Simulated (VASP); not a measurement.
# TaH (Pm-3m) in VASP: notebook

The runs below take TaH through single point, with PBE.

Everything below comes from runs of VASP 6.6.1. Logs are shortened: lines on timing, memory, paths and dates and some standing lists are left out, and cuts for length are marked.

### 1 The cell of the first run

Symmetry: Pm-3m, No. 221, cubic system. The conventional cell has a = 2.778 Å, b = 2.778 Å, c = 2.778 Å, α = 90.00°, β = 90.00°, γ = 90.00°. Within 3.2 Å of Ta (site symmetry m-3m) lie 8 H at 2.41 Å and 6 Ta at 2.78 Å. Within 3.2 Å of H (site symmetry m-3m) lie 8 Ta at 2.41 Å and 6 H at 2.78 Å.

### 2 Single point, PBE

INCAR

```
SYSTEM = TaH
ALGO = Normal ; EDIFF = 1E-6
ENCUT = 500 ; GGA = PE
GGA_COMPAT = .FALSE. ; ISIF = 2
ISMEAR = 0 ; LASPH = .TRUE.
LCHARG = .FALSE. ; LREAL = .FALSE.
LWAVE = .FALSE. ; NBANDS = 13
NELM = 120 ; PREC = Accurate
SIGMA = 0.2
```

KPOINTS

```
k-points
0
G
  7 7 7
  0 0 0
```

POSCAR

```
TaH
1.0
    2.7780484308      0.0000000000      0.0000000000
    0.0000000000      2.7780484308      0.0000000000
    0.0000000000      0.0000000000      2.7780484308
Ta H
1 1
Direct
    0.5000000000      0.5000000000      0.5000000000
    0.0000000000      0.0000000000      0.0000000000
```

Potentials or basis: VASP PAW PBE potentials, release 64 (Ta_pv, H).

Command:

```sh
$ cat potpaw_PBE.64/Ta_pv/POTCAR potpaw_PBE.64/H/POTCAR > POTCAR
$ mpirun -np 1 vasp_std > vasp.out
```

OUTCAR:

```text
SYSTEM = TaH
   EDIFF = 1E-6
   ENCUT = 500
   GGA = PE
   ISIF = 2
   ISMEAR = 0
   LASPH = .TRUE.
   LREAL = .FALSE.
   NELM = 120
   PREC = Accurate

 ion  position               nearest neighbor table
   1  0.500  0.500  0.500-
   2  0.000  0.000  0.000-

  LATTYP: Found a simple cubic cell.
 ALAT       =     2.7780484308

  Lattice vectors:

 A1 = (   2.7780484308,   0.0000000000,   0.0000000000)
 A2 = (   0.0000000000,   2.7780484308,   0.0000000000)
 A3 = (   0.0000000000,   0.0000000000,   2.7780484308)

Analysis of symmetry for initial positions (statically):
=====================================================================
 Subroutine PRICEL returns:
 Original cell was already a primitive cell.

 Routine SETGRP: Setting up the symmetry group for a
 simple cubic supercell.

 Subroutine GETGRP returns: Found 48 space group operations
 (whereof 48 operations were pure point group operations)
 out of a pool of 48 trial point group operations.

The static configuration has the point symmetry O_h .

Analysis of symmetry for dynamics (positions and initial velocities):
=====================================================================
 Subroutine PRICEL returns:
 Original cell was already a primitive cell.

 Routine SETGRP: Setting up the symmetry group for a
 simple cubic supercell.

 Subroutine GETGRP returns: Found 48 space group operations
 (whereof 48 operations were pure point group operations)
 out of a pool of 48 trial point group operations.

The dynamic configuration has the point symmetry O_h .

 Subroutine INISYM returns: Found 48 space group operations
 (whereof 48 operations are pure point group operations),
 and found     1 'primitive' translations

----------------------------------------------------------------------------------------

                                     Primitive cell

  volume of cell :      21.4397

  direct lattice vectors                    reciprocal lattice vectors
     2.778048431  0.000000000  0.000000000     0.359964927  0.000000000  0.000000000
     0.000000000  2.778048431  0.000000000     0.000000000  0.359964927  0.000000000
     0.000000000  0.000000000  2.778048431     0.000000000  0.000000000  0.359964927

  length of vectors
     2.778048431  2.778048431  2.778048431     0.359964927  0.359964927  0.359964927

  position of ions in fractional coordinates (direct lattice)
     0.500000000  0.500000000  0.500000000
     0.000000000  0.000000000  0.000000000

[... 80 lines left out ...]
   TEBEG  =    0.0;   TEEND  =   0.0 temperature during run
   PSTRESS=    0.0 pullay stress
   NELECT =      12.0000    total number of electrons
   NUPDOWN=      -1.0000    fix difference up-down
   EMIN   =  10.00;   EMAX   =-10.00  energy-range for DOS
   EFERMI =   0.00;   METHOD = LEGACY
   ISMEAR =     0;   SIGMA  =   0.20  broadening in eV -4-tet -1-fermi 0-gaus
   EFERMI_NEDOS =   21; number of points for ismear=-14 and -15
   IALGO  =     38    algorithm
   IMIX   =      4    mixing-type and parameters
     AMIX     =   0.40;   BMIX     =  1.00
     AMIX_MAG =   1.60;   BMIX_MAG =  1.00
  volume/ion in A,a.u.               =      10.72        72.34
  Fermi-wavevector in a.u.,A,eV,Ry     =   1.349156  2.549535 24.765615  1.820221
  Thomas-Fermi vector in A             =   2.476766
   LORBIT       =      0    0 simple, 1 ext, 2 COOP (PROOUT), +10 PAW based schemes
   GGA     = PE    functional components
   LHFCALC =     F    Hartree Fock is set to
   AEXX    =    0.0000 exact exchange contribution
   IVDW    =     0    specifies the selected vdW correction
   LEPSILON=     F    determine dielectric tensor
   LRPA    =     F    only Hartree local field effects (RPA)
 non-spin polarized calculation
 Gauss-broadening in eV      SIGMA  =   0.20
  energy-cutoff  :      500.00
  volume of cell :       21.44
 maximum number of plane-waves:       556
   NGX = 11   NGY = 11   NGZ = 11

 number of electron      11.9999996 magnetization

 Free energy of the ion-electron system (eV)
  ---------------------------------------------------
  ext. energy  EPLUGINS =         0.00000000
  ---------------------------------------------------
  free energy    TOTEN  =       -13.93021316 eV

  energy without entropy =      -13.89738109  energy(sigma->0) =      -13.91379712

 E-fermi :   5.9165     XC(G=0): -12.2407

 val. band max:        5.8430240023   @ k =   0.4286   0.4286   0.1429
 cond. band min:       5.9938756328   @ k =   0.4286   0.1429   0.1429
 fundamental gap:      0.1508516306
 Fermi energy:         5.9164614385

 k-point     1 :       0.0000    0.0000    0.0000
  band No.  band energies     occupation
      1     -28.2531      2.00000
      2     -28.2531      2.00000
      3     -28.2531      2.00000
      4      -4.8179      2.00000
      5       2.5743      2.00000
      6       2.5743      2.00000
      7      10.9391      0.00000
      8      10.9391      0.00000
      9      10.9391      0.00000
     10      13.2724      0.00000
     11      17.4146      0.00000
     12      17.4146      0.00000
     13      17.4146      0.00000
[... 290 lines left out ...]
  band No.  band energies     occupation
      1     -29.0121      2.00000
      2     -29.0044      2.00000
      3     -29.0044      2.00000
      4       0.9416      2.00000
      5       2.6501      2.00000
      6       2.6501      2.00000
      7       5.1020      2.00000
      8      11.8159      0.00000
      9      11.8159      0.00000
     10      13.6019      0.00000
     11      17.4052      0.00000
     12      17.4052      0.00000
     13      19.6826      0.00000

------------------------ aborting loop because EDIFF is reached ----------------------------------------

  FORCE on cell =-STRESS in cart. coord.  units (eV):
  Direction    XX          YY          ZZ          XY          YZ          ZX
  --------------------------------------------------------------------------------------
  -------------------------------------------------------------------------------------
  Total       -0.0035294     -0.0035294     -0.0035294      0.0000000      0.0000000     -0.0000000
  in kB       -0.2637509     -0.2637509     -0.2637509      0.0000000      0.0000000     -0.0000000
  external PRESSURE =      -0.2637509 kB  Pullay stress =       0.0000000 kB

 VOLUME and BASIS-vectors are now :
 -----------------------------------------------------------------------------
  energy-cutoff  :      500.00
  volume of cell :       21.44
      direct lattice vectors                 reciprocal lattice vectors
     2.778048431  0.000000000  0.000000000     0.359964927  0.000000000  0.000000000
     0.000000000  2.778048431  0.000000000     0.000000000  0.359964927  0.000000000
     0.000000000  0.000000000  2.778048431     0.000000000  0.000000000  0.359964927

 POSITION                                       TOTAL-FORCE (eV/Angst)
 -----------------------------------------------------------------------------------
      1.38902      1.38902      1.38902         0.000000      0.000000      0.000000
      0.00000      0.00000      0.00000         0.000000      0.000000      0.000000
 -----------------------------------------------------------------------------------
    total drift:                               -0.000000      0.000000      0.000000

  FREE ENERGIE OF THE ION-ELECTRON SYSTEM (eV)
  ---------------------------------------------------
  free  energy   TOTEN  =       -13.9302131554 eV

  energy  without entropy=      -13.8973810880  energy(sigma->0) =      -13.91379712
```

OSZICAR:

```text
N       E                     dE             d eps       ncg     rms          rms(c)
DAV:   1     0.630983215476E+02    0.63098E+02   -0.63449E+03   520   0.878E+02
DAV:   2    -0.131460909118E+02   -0.76244E+02   -0.73154E+02   610   0.244E+02
DAV:   3    -0.144191522796E+02   -0.12731E+01   -0.12637E+01   630   0.289E+01
DAV:   4    -0.144240814856E+02   -0.49292E-02   -0.49276E-02   605   0.184E+00
DAV:   5    -0.144241033961E+02   -0.21911E-04   -0.21875E-04   625   0.116E-01    0.132E+01
DAV:   6    -0.139934275130E+02    0.43068E+00   -0.51240E-01   610   0.617E+00    0.640E+00
DAV:   7    -0.139328568786E+02    0.60571E-01   -0.22223E-01   620   0.389E+00    0.114E+00
DAV:   8    -0.139304211665E+02    0.24357E-02   -0.13062E-02   560   0.856E-01    0.119E-01
DAV:   9    -0.139302110200E+02    0.21015E-03   -0.90332E-04   595   0.260E-01    0.556E-02
DAV:  10    -0.139302133907E+02   -0.23707E-05   -0.58555E-05   565   0.708E-02    0.659E-03
DAV:  11    -0.139302131554E+02    0.23532E-06   -0.11606E-06   522   0.889E-03
   1 F= -.13930213E+02 E0= -.13913797E+02  d E =-.328321E-01
```

stdout:

```text
POSCAR found type information on POSCAR TaH
 POSCAR found :  2 types and       2 ions
 scaLAPACK will be used
 LDA part: xc-table for (Slater+PW92), standard interpolation
 POSCAR, INCAR and KPOINTS ok, starting setup
 FFT: planning ... GRIDC
 FFT: planning ... GRID_SOFT
 FFT: planning ... GRID
 WAVECAR not read
 entering main loop
```

It took 7.5 s on 1 thread of AMD EPYC 7R43 (Zen 3), shared host; peak memory 0.08 GiB.

What came out:

* Free energy: -13.9302 eV
* Pressure: 0.0 GPa
* Band gap on the k mesh: zero (band 6 reaches 8.02 eV, above the bottom of band 7 at 5.10 eV)

Levels at points of the mesh, in eV from the Fermi level:
```csv
k point,band 2,band 3,band 4,band 5,band 6,band 7,band 8,band 9,band 10,band 11
"(0.00, 0.00, 0.00)",-34.17,-34.17,-10.73,-3.34,-3.34,5.02,5.02,5.02,7.36,11.50
```

Caveat: spin-orbit coupling is left out, which moves the levels of the heavy elements.

### 3 Single point, PBE

This run uses another cell than the first one, of 10.68 Å³/atom, 0.996 times its volume.

INCAR

```
PREC     = Accurate       # precision mode
ENCUT    = 500            # plane-wave cutoff, eV
EDIFF    = 1E-6           # SCF threshold, eV
ISMEAR   = 0              # smearing method
SIGMA    = 0.2            # smearing width, eV
LREAL    = F              # projectors in reciprocal space
LASPH    = T              # aspherical terms in the spheres
NELM     = 120            # most SCF steps
ALGO     = Normal         # electronic algorithm
ISIF     = 2              # what is computed and relaxed
LWAVE    = F              # write WAVECAR
LCHARG   = F              # write CHGCAR
GGA      = PE             # functional
NBANDS   = 13             # bands
GGA_COMPAT= F
```

KPOINTS

```
Automatic mesh
0
Gamma
  7 7 7
```

POSCAR

```
TaH
1.0
    2.7743585629      0.0000000000      0.0000000000
    0.0000000000      2.7743585629      0.0000000000
    0.0000000000      0.0000000000      2.7743585629
Ta H
1 1
Direct
    0.0000000000      0.0000000000      0.0000000000
    0.5000000000      0.5000000000      0.5000000000
```

Potentials or basis: VASP PAW PBE potentials, release 64 (Ta_pv, H).

Command:

```sh
$ cat potpaw_PBE.64/Ta_pv/POTCAR potpaw_PBE.64/H/POTCAR > POTCAR
$ mpirun -np 1 vasp_std > vasp.out
```

Run time: 8.7 s. Hardware: 1 thread of AMD EPYC 7R43 (Zen 3), shared host; peak memory 0.09 GiB.

It converged, with:

```yaml
Free_energy: -13.9300 eV
Pressure: 0.6 GPa
Band_gap_on_the_k_mesh: zero (band 6 reaches 8.07 eV, above the bottom of band 7 at 5.13 eV)
```

Levels at points of the mesh, in eV from the Fermi level:
| k point | band 3 | band 4 | band 5 | band 6 | band 7 | band 8 | band 9 | band 10 |
| --- | --- | --- | --- | --- | --- | --- | --- | --- |
| (0.00, 0.00, 0.00) | -34.16 | -10.76 | -3.36 | -3.36 | 5.05 | 5.05 | 5.05 | 7.39 |

Caveat: spin-orbit coupling is left out, which moves the levels of the heavy elements.
